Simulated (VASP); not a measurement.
# Zn3Cd5Se8 (P1) in VASP: notebook

Zn3Cd5Se8 is run at these levels: PBEsol; tasks: single point.

Program: VASP 6.6.1. These are calculated values, not measurements. Logs are shortened: lines on timing, memory, paths and dates and some standing lists are left out, and cuts for length are marked.

## 1. The cell of the first run

The typed cell holds 16 atoms: a = 11.821 Å, b = 5.910 Å, c = 5.910 Å, α = 90.00°, β = 90.00°, γ = 90.00°.

## 2. Single point, PBEsol

INCAR reads:

```
PREC = Accurate ; ENCUT = 520
EDIFF = 1E-6 ; ISMEAR = 1
SIGMA = 0.05 ; LREAL = Auto
LASPH = T ; NELM = 80
ALGO = Normal ; ISIF = 2
LWAVE = F ; LCHARG = F
GGA = PS ; NBANDS = 86
```

KPOINTS reads:

```
regular mesh
0
Gamma
  1 1 1
```

POSCAR reads:

```
Zn3Cd5Se8
1.0
   11.8205630000      0.0000000000      0.0000000000
    0.0000000000      5.9102820000      0.0000000000
    0.0000000000      0.0000000000      5.9102820000
Zn Se Cd
3 8 5
Direct
    0.9979910000      0.0090970000      0.9911930000
    0.5025640000      0.9790360000      0.0110030000
    0.2630170000      0.5074720000      0.0070380000
    0.1219140000      0.2534230000      0.2273740000
    0.6321350000      0.2688060000      0.2451300000
    0.3765510000      0.7359690000      0.2674170000
    0.8758480000      0.7458080000      0.2773820000
    0.3731040000      0.2346000000      0.7225020000
    0.8603780000      0.2522780000      0.7343910000
    0.1296010000      0.7398330000      0.7083060000
    0.6178600000      0.7472380000      0.7754720000
    0.7544630000      0.5079030000      0.0094710000
    0.2427450000      0.0297370000      0.4859420000
    0.7470140000      0.9899570000      0.4810530000
    0.9949360000      0.4988050000      0.5215850000
    0.5032580000      0.5074920000      0.4977440000
```

Potentials or basis: VASP PAW PBE potentials, release 64 (Zn, Se, Cd).

Launch:

```bash
$ cat potpaw_PBE.64/Zn/POTCAR potpaw_PBE.64/Se/POTCAR potpaw_PBE.64/Cd/POTCAR > POTCAR
$ mpirun -np 1 vasp_gam > vasp.out
```

OUTCAR:

```text
PREC = Accurate
   ENCUT = 520
   EDIFF = 1E-6
   ISMEAR = 1
   LREAL = Auto
   LASPH = T
   NELM = 80
   ISIF = 2
   GGA = PS

 ion  position               nearest neighbor table
   1  0.998  0.009  0.991-   4 2.49   9 2.65   7 2.71  10 2.78
   2  0.503  0.979  0.011-  11 2.38   6 2.56   5 2.68   8 2.74
   3  0.263  0.507  0.007-   6 2.45   4 2.59   8 2.67  10 2.74
   4  0.122  0.253  0.227-  13 2.47   1 2.49   3 2.59  15 2.72
   5  0.632  0.269  0.245-  12 2.46  14 2.55  16 2.56   2 2.68
   6  0.377  0.736  0.267-  16 2.43   3 2.45   2 2.56  13 2.68
   7  0.876  0.746  0.277-  14 2.42  15 2.49  12 2.56   1 2.71
   8  0.373  0.235  0.723-  13 2.41  16 2.59   3 2.67   2 2.74
   9  0.860  0.252  0.734-  15 2.50  14 2.54  12 2.55   1 2.65
  10  0.130  0.740  0.708-  15 2.40  13 2.54   3 2.74   1 2.78
  11  0.618  0.747  0.775-   2 2.38  12 2.55  16 2.56  14 2.72
  12  0.754  0.508  0.009-   5 2.46   9 2.55  11 2.55   7 2.56
  13  0.243  0.030  0.486-   8 2.41   4 2.47  10 2.54   6 2.68
  14  0.747  0.990  0.481-   7 2.42   9 2.54   5 2.55  11 2.72
  15  0.995  0.499  0.522-  10 2.40   7 2.49   9 2.50   4 2.72
  16  0.503  0.507  0.498-   6 2.43  11 2.56   5 2.56   8 2.59

  LATTYP: Found a simple tetragonal cell.
 ALAT       =     5.9102820000
 C/A-ratio  =     1.9999998308

  Lattice vectors:

 A1 = (   0.0000000000,   5.9102820000,   0.0000000000)
 A2 = (   0.0000000000,   0.0000000000,   5.9102820000)
 A3 = (  11.8205630000,   0.0000000000,   0.0000000000)

Analysis of symmetry for initial positions (statically):
=====================================================================
 Subroutine PRICEL returns:
 Original cell was already a primitive cell.

 Routine SETGRP: Setting up the symmetry group for a
 simple tetragonal supercell.

 Subroutine GETGRP returns: Found  1 space group operations
 (whereof  1 operations were pure point group operations)
 out of a pool of 16 trial point group operations.

The static configuration has the point symmetry C_1 .

Analysis of symmetry for dynamics (positions and initial velocities):
=====================================================================
 Subroutine PRICEL returns:
 Original cell was already a primitive cell.

 Routine SETGRP: Setting up the symmetry group for a
 simple tetragonal supercell.

 Subroutine GETGRP returns: Found  1 space group operations
 (whereof  1 operations were pure point group operations)
 out of a pool of 16 trial point group operations.

The dynamic configuration has the point symmetry C_1 .

 Subroutine INISYM returns: Found  1 space group operations
 (whereof  1 operations are pure point group operations),
 and found     1 'primitive' translations

----------------------------------------------------------------------------------------

                                     Primitive cell

  volume of cell :     412.9092

  direct lattice vectors                    reciprocal lattice vectors
    11.820563000  0.000000000  0.000000000     0.084598339  0.000000000  0.000000000
     0.000000000  5.910282000  0.000000000     0.000000000  0.169196664  0.000000000
     0.000000000  0.000000000  5.910282000     0.000000000  0.000000000  0.169196664

  length of vectors
    11.820563000  5.910282000  5.910282000     0.084598339  0.169196664  0.169196664

  position of ions in fractional coordinates (direct lattice)
     0.997991000  0.009097000  0.991193000
     0.502564000  0.979036000  0.011003000
     0.263017000  0.507472000  0.007038000
     0.121914000  0.253423000  0.227374000
     0.632135000  0.268806000  0.245130000
     0.376551000  0.735969000  0.267417000
     0.875848000  0.745808000  0.277382000
     0.373104000  0.234600000  0.722502000
     0.860378000  0.252278000  0.734391000
     0.129601000  0.739833000  0.708306000
     0.617860000  0.747238000  0.775472000
     0.754463000  0.507903000  0.009471000
     0.242745000  0.029737000  0.485942000
     0.747014000  0.989957000  0.481053000
     0.994936000  0.498805000  0.521585000
     0.503258000  0.507492000  0.497744000

  ion indices of the primitive-cell ions
   primitive index   ion index
                 1           1
                 2           2
                 3           3
                 4           4
                 5           5
                 6           6
                 7           7
                 8           8
                 9           9
                10          10
                11          11
                12          12
                13          13
                14          14
                15          15
                16          16

----------------------------------------------------------------------------------------

 KPOINTS: regular mesh

Automatic generation of k-mesh.
 Grid dimensions read from file:
 generate k-points for:    1    1    1

 Generating k-lattice:

  Cartesian coordinates                     Fractional coordinates (reciprocal lattice)
     0.084598339  0.000000000  0.000000000     1.000000000  0.000000000  0.000000000
     0.000000000  0.169196664  0.000000000     0.000000000  1.000000000  0.000000000
     0.000000000  0.000000000  0.169196664     0.000000000  0.000000000  1.000000000

  Length of vectors
     0.084598339  0.169196664  0.169196664

  Shift w.r.t. Gamma in fractional coordinates (k-lattice)
     0.000000000  0.000000000  0.000000000

 Subroutine IBZKPT returns following result:
 ===========================================

 Found      1 irreducible k-points:

 Following reciprocal coordinates:
            Coordinates               Weight
  0.000000  0.000000  0.000000      1.000000
   k-points           NKPTS =      1   k-points in BZ     NKDIM =      1   number of bands    NBANDS=     86
   number of dos      NEDOS =    301   number of ions     NIONS =     16
   total plane-waves  NPLWV = 207360
   dimension x,y,z NGX =    90 NGY =   48 NGZ =   48
   dimension x,y,z NGXF=   180 NGYF=   96 NGZF=   96
   ions per type =               3   8   5
   NGX,Y,Z   is equivalent  to a cutoff of  12.66, 13.50, 13.50 a.u.
   NGXF,Y,Z  is equivalent  to a cutoff of  25.32, 27.00, 27.00 a.u.
 SYSTEM =  unknown system
   PREC   = accura    normal or accurate (medium, high low for compatibility)
   ISTART =      0    job   : 0-new  1-cont  2-samecut
   ICHARG =      2    charge: 1-file 2-atom 10-const
   ISPIN  =      1    spin polarized calculation?
   LNONCOLLINEAR =      F non collinear calculations
   LSORBIT =      F    spin-orbit coupling
   LASPH  =      T    aspherical Exc in radial PAW
   ENCUT  =  520.0 eV  38.22 Ry    6.18 a.u.  21.98 10.99 10.99*2*pi/ulx,y,z
   NELM   =     80;   NELMIN=  2; NELMDL= -5     # of ELM steps
   EDIFF  = 0.1E-05   stopping-criterion for ELM
   LREAL  =      T    real-space projection
   EDIFFG = 0.1E-04   stopping-criterion for IOM
   NSW    =      0    number of steps for IOM
   IBRION =     -1    ionic relax: 0-MD 1-quasi-New 2-CG
   NFREE  =      0    steps in history (QN), initial steepest desc. (CG)
   ISIF   =      2    stress and relaxation
   ISYM   =      2    0-nonsym 1-usesym 2-fastsym
   POTIM  = 0.5000    time-step for ionic-motion
   TEBEG  =    0.0;   TEEND  =   0.0 temperature during run
   PSTRESS=    0.0 pullay stress
   NELECT =     144.0000    total number of electrons
   NUPDOWN=      -1.0000    fix difference up-down
   EMIN   =  10.00;   EMAX   =-10.00  energy-range for DOS
   EFERMI =   0.00;   METHOD = LEGACY
   ISMEAR =     1;   SIGMA  =   0.05  broadening in eV -4-tet -1-fermi 0-gaus
   EFERMI_NEDOS =   21; number of points for ismear=-14 and -15
   IALGO  =     38    algorithm
   IMIX   =      4    mixing-type and parameters
     AMIX     =   0.40;   BMIX     =  1.00
     AMIX_MAG =   1.60;   BMIX_MAG =  1.00
  volume/ion in A,a.u.               =      25.81       174.15
  Fermi-wavevector in a.u.,A,eV,Ry     =   1.152332  2.177591 18.066743  1.327868
  Thomas-Fermi vector in A             =   2.288983
   LORBIT       =      0    0 simple, 1 ext, 2 COOP (PROOUT), +10 PAW based schemes
   GGA     = PS    functional components
   LHFCALC =     F    Hartree Fock is set to
   AEXX    =    0.0000 exact exchange contribution
   IVDW    =     0    specifies the selected vdW correction
   LEPSILON=     F    determine dielectric tensor
   LRPA    =     F    only Hartree local field effects (RPA)
 non-spin polarized calculation
 Methfessel and Paxton  Order N= 1 SIGMA  =   0.05
  energy-cutoff  :      520.00
  volume of cell :      412.91
 maximum number of plane-waves:      5520
 NGX is ok and might be reduce to    90
   NGX = 43   NGY = 21   NGZ = 21

 number of electron     143.9999996 magnetization

 Free energy of the ion-electron system (eV)
  ---------------------------------------------------
  ext. energy  EPLUGINS =         0.00000000
  ---------------------------------------------------
  free energy    TOTEN  =       -45.35904747 eV

  energy without entropy =      -45.36277497  energy(sigma->0) =      -45.36028997

 E-fermi :   1.3995     XC(G=0):  -9.2321

 val. band max:        1.3586292539   @ k =   0.0000   0.0000   0.0000
 cond. band min:       1.8594696291   @ k =   0.0000   0.0000   0.0000
 fundamental gap:      0.5008403751
 Fermi energy:         1.3995463022

 k-point     1 :       0.0000    0.0000    0.0000
  band No.  band energies     occupation
      1     -11.7605      2.00000
      2     -11.4683      2.00000
      3     -11.3325      2.00000
      4     -11.2037      2.00000
      5     -11.0875      2.00000
      6     -11.0575      2.00000
      7     -10.8668      2.00000
      8     -10.8254      2.00000
      9      -7.0555      2.00000
     10      -7.0115      2.00000
     11      -6.9962      2.00000
     12      -6.9475      2.00000
     13      -6.8740      2.00000
     14      -6.8618      2.00000
     15      -6.8556      2.00000
     16      -6.8452      2.00000
     17      -6.7985      2.00000
     18      -6.7798      2.00000
     19      -6.7668      2.00000
     20      -6.7289      2.00000
     21      -6.7013      2.00000
     22      -6.6636      2.00000
     23      -6.6387      2.00000
     24      -6.6192      2.00000
     25      -6.6062      2.00000
     26      -6.5757      2.00000
     27      -6.5476      2.00000
     28      -6.5433      2.00000
     29      -6.4765      2.00000
     30      -6.4059      2.00000
     31      -6.3496      2.00000
     32      -6.2424      2.00000
     33      -6.2118      2.00000
     34      -5.1934      2.00000
     35      -5.1675      2.00000
     36      -5.1260      2.00000
     37      -5.1218      2.00000
     38      -5.1064      2.00000
     39      -5.0808      2.00000
     40      -5.0769      2.00000
     41      -5.0689      2.00000
     42      -5.0569      2.00000
     43      -5.0498      2.00000
     44      -5.0162      2.00000
     45      -5.0086      2.00000
     46      -5.0006      2.00000
     47      -4.9717      2.00000
     48      -4.9556      2.00000
     49      -3.3738      2.00000
     50      -3.3303      2.00000
     51      -3.1735      2.00000
     52      -3.0496      2.00000
     53      -3.0025      2.00000
     54      -1.6132      2.00000
     55      -1.5639      2.00000
     56      -1.3302      2.00000
     57      -1.2979      2.00000
     58      -1.2493      2.00000
     59      -1.2046      2.00000
     60      -0.8479      2.00000
     61      -0.8374      2.00000
     62      -0.7604      2.00000
     63      -0.7366      2.00000
     64      -0.7171      2.00000
     65      -0.6432      2.00000
     66       0.0832      2.00000
     67       0.1242      2.00000
     68       0.1999      2.00000
     69       0.2535      2.00000
     70       1.2232      2.00001
     71       1.2938      2.01081
     72       1.3586      1.98918
     73       1.8595     -0.00000
     74       3.9458      0.00000
     75       4.0367      0.00000
     76       4.0492      0.00000
     77       4.1499      0.00000
     78       4.4519      0.00000
     79       4.5810      0.00000
     80       4.9805      0.00000
     81       5.0793      0.00000
     82       5.1241      0.00000
     83       5.4349      0.00000
     84       6.2898      0.00000
 [bands above 84 left out]

------------------------ aborting loop because EDIFF is reached ----------------------------------------

  FORCE on cell =-STRESS in cart. coord.  units (eV):
  Direction    XX          YY          ZZ          XY          YZ          ZX
  --------------------------------------------------------------------------------------
  -------------------------------------------------------------------------------------
  Total        0.0033481     16.1174068     14.5865603      0.0134444      0.1114961      2.6549888
  in kB        0.0129912     62.5390359     56.5990193      0.0521671      0.4326291     10.3019327
  external PRESSURE =      39.7170155 kB  Pullay stress =       0.0000000 kB

 VOLUME and BASIS-vectors are now :
 -----------------------------------------------------------------------------
  energy-cutoff  :      520.00
  volume of cell :      412.91
      direct lattice vectors                 reciprocal lattice vectors
    11.820563000  0.000000000  0.000000000     0.084598339  0.000000000  0.000000000
     0.000000000  5.910282000  0.000000000     0.000000000  0.169196664  0.000000000
     0.000000000  0.000000000  5.910282000     0.000000000  0.000000000  0.169196664

 POSITION                                       TOTAL-FORCE (eV/Angst)
 -----------------------------------------------------------------------------------
     11.79682      0.05377      5.85823         0.021173     -0.201132     -0.241758
      5.94059      5.78638      0.06503        -0.331753      0.494869      0.100193
      3.10901      2.99930      0.04160        -0.320621     -0.347219     -0.664067
      1.44109      1.49780      1.34384        -0.430143      0.600308     -1.182295
      7.47219      1.58872      1.44879        -1.202035     -1.434743     -0.239402
      4.45104      4.34978      1.58051        -0.570611      1.042227     -1.647453
     10.35302      4.40794      1.63941         0.954650      0.435341     -1.821865
      4.41030      1.38655      4.27019         0.832773      0.795788      2.298315
     10.17015      1.49103      4.34046         0.810514     -0.881628      1.045836
      1.53196      4.37262      4.18629         0.658564      0.736283      2.571442
      7.30345      4.41639      4.58326        -0.013789      0.698365     -0.260240
      8.91818      3.00185      0.05598         0.394129      0.324991     -0.352761
      2.86938      0.17575      2.87205        -0.242671     -0.874011     -0.469414
      8.83013      5.85093      2.84316        -1.016623      0.305369      0.739034
     11.76070      2.94808      3.08271         0.087769     -1.001159     -0.624308
      5.94879      2.99942      2.94181         0.368675     -0.693650      0.748741
 -----------------------------------------------------------------------------------
    total drift:                                0.003284      0.001664      0.005446

  FREE ENERGIE OF THE ION-ELECTRON SYSTEM (eV)
  ---------------------------------------------------
  free  energy   TOTEN  =       -45.3590474722 eV

  energy  without entropy=      -45.3627749713  energy(sigma->0) =      -45.36028997
```

Wall time 2.4 min (1 thread of Intel Xeon 8259CL, shared host); peak memory 0.45 GiB.

Results:

```yaml
Free_energy: -45.3590 eV
Pressure: 4.0 GPa
Largest_force: 2.755 eV/Å
Band_gap_on_the_k_mesh: 0.50 eV
```

Forces on the atoms (eV/Å):
```
Zn   0.021 -0.201 -0.242
Zn  -0.332  0.495  0.100
Zn  -0.321 -0.347 -0.664
Se  -0.430  0.600 -1.182
Se  -1.202 -1.435 -0.239
Se  -0.571  1.042 -1.647
Se   0.955  0.435 -1.822
Se   0.833  0.796  2.298
Se   0.811 -0.882  1.046
Se   0.659  0.736  2.571
Se  -0.014  0.698 -0.260
Cd   0.394  0.325 -0.353
Cd  -0.243 -0.874 -0.469
Cd  -1.017  0.305  0.739
Cd   0.088 -1.001 -0.624
Cd   0.369 -0.694  0.749
```

Stress tensor (GPa, compression positive):
```
0.00 0.01 1.03
0.01 6.25 0.04
1.03 0.04 5.66
```

Caveat: the k points lie up to 1.06 Å⁻¹ apart; the PAW data sets were made with another functional, which shifts forces and pressure a little. A k mesh can miss the band edges.

## 3. Single point, PBEsol

INCAR reads:

```
PREC     = Accurate       # precision mode
ENCUT    = 520            # plane-wave cutoff, eV
EDIFF    = 1E-7           # SCF threshold, eV
ISMEAR   = -1             # smearing method
SIGMA    = 0.05           # smearing width, eV
LREAL    = Auto         
LASPH    = True           # aspherical terms in the spheres
NELM     = 60             # most SCF steps
ALGO     = Normal         # electronic algorithm
ISIF     = 2              # what is computed and relaxed
LWAVE    = False          # write WAVECAR
LCHARG   = True           # write CHGCAR
GGA      = PS             # functional
LELF     = True           # ELF
LVHAR    = True         
ISYM     = 0            
NBANDS   = 86             # bands
```

KPOINTS reads:

```
Automatic mesh
0
Gamma
  1 1 1
  0.25 0.25 0.25
```

POSCAR is that of step 2.

Potentials or basis: VASP PAW PBE potentials, release 64 (Zn, Se, Cd).

Launch:

```bash
$ cat potpaw_PBE.64/Zn/POTCAR potpaw_PBE.64/Se/POTCAR potpaw_PBE.64/Cd/POTCAR > POTCAR
$ mpirun -np 1 vasp_std > vasp.out
```

Wall time 9.4 min (1 thread of Intel Xeon 8259CL, shared host); peak memory 0.51 GiB.

It converged, with:

```
Free energy            : -48.5223 eV
Pressure               : 2.8 GPa
Largest force          : 2.765 eV/Å
Band gap on the k mesh : 2.39 eV, indirect (least direct gap 2.41 eV)
```

Forces on the atoms (eV/Å):
```
Zn  -0.021 -0.228 -0.254
Zn  -0.421  0.563  0.144
Zn  -0.335 -0.326 -0.628
Se  -0.496  0.639 -1.193
Se  -1.417 -1.486 -0.128
Se  -0.694  1.142 -1.748
Se   0.972  0.453 -1.985
Se   0.996  0.755  2.427
Se   0.903 -0.878  1.176
Se   0.651  0.713  2.591
Se   0.183  0.732 -0.343
Cd   0.501  0.427 -0.373
Cd  -0.257 -0.911 -0.547
Cd  -1.126  0.212  0.754
Cd   0.123 -1.071 -0.603
Cd   0.438 -0.734  0.709
```

Stress tensor (GPa, compression positive):
```
3.07 0.17 1.19
0.17 3.01 0.11
1.19 0.11 2.36
```

Levels at points of the mesh, in eV from the valence-band top:
| k point | band 68 | band 69 | band 70 | band 71 | band 72 | band 73 | band 74 | band 75 | band 76 | band 77 |
| --- | --- | --- | --- | --- | --- | --- | --- | --- | --- | --- |
| (0.25, 0.25, 0.25) | -1.04 | -0.52 | -0.42 | -0.40 | -0.03 | 2.39 | 2.67 | 3.25 | 3.47 | 3.85 |

Caveat: the k points lie up to 1.06 Å⁻¹ apart; the PAW data sets were made with another functional, which shifts forces and pressure a little. A k mesh can miss the band edges.

(Part 1 of 2 ends here.)
